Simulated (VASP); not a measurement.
Wanted: the native input for a VASP 6.6.1 run.

- Task: single point
- Functional: PBE
- Potentials or basis: VASP PAW PBE potentials, release 64 (Ta_pv, N)
- Cutoff: 520 eV
- k mesh: 5 × 5 × 8
- Occupations: fermi-dirac, width 0.03 eV
- Spin: no spin polarisation
- Dipole correction: no
- Further INCAR settings: ALGO = Normal; EDIFF = 1e-06; NBANDS = 33

The structure of TaN lies in POSCAR:

```
TaN
1.0
    5.0294492781      0.0000000000      0.0000000000
   -2.5147246391      4.3556308419      0.0000000000
    0.0000000000      0.0000000000      2.9080000000
Ta N
3 3
Direct
    0.0000000000      0.0000000000      0.0000000000
    0.3333333333      0.6666666667      0.5000000000
    0.6666666667      0.3333333333      0.5000000000
    0.5000000000      0.0000000000      0.0000000000
    0.5000000000      0.5000000000      0.0000000000
    0.0000000000      0.5000000000      0.0000000000
```

This cell differs from its parent crystal: equal xx and yy strain of -3 %.

One way to write it, as run:

INCAR

```
PREC = Accurate ; ENCUT = 520
EDIFF = 1E-6 ; ISMEAR = -1
SIGMA = 0.03 ; LREAL = False
LASPH = True ; NELM = 100
ALGO = Normal ; ISIF = 2
LWAVE = False ; LCHARG = False
GGA = PE ; NBANDS = 33
```

KPOINTS

```
regular mesh
0
Gamma
  5 5 8
```

Potentials or basis: VASP PAW PBE potentials, release 64 (Ta_pv, N).

Run with:

```sh
$ cat potpaw_PBE.64/Ta_pv/POTCAR potpaw_PBE.64/N/POTCAR > POTCAR
$ mpirun -np 1 vasp_std > vasp.out
```

It gave:

| Item | Value |
| --- | --- |
| Pressure | 32.4 GPa |
| Band gap on the k mesh | zero (bands 24 and 25 overlap by 2.28 eV) |

Caveat: the cell differs from its parent crystal (equal xx and yy strain of -3 %); the cell stands under pressure; spin-orbit coupling is left out, which moves the levels of the heavy elements.

Wall time 94 s on 1 thread of Intel Xeon 8259CL, with other jobs on the host, peak memory 0.21 GiB.
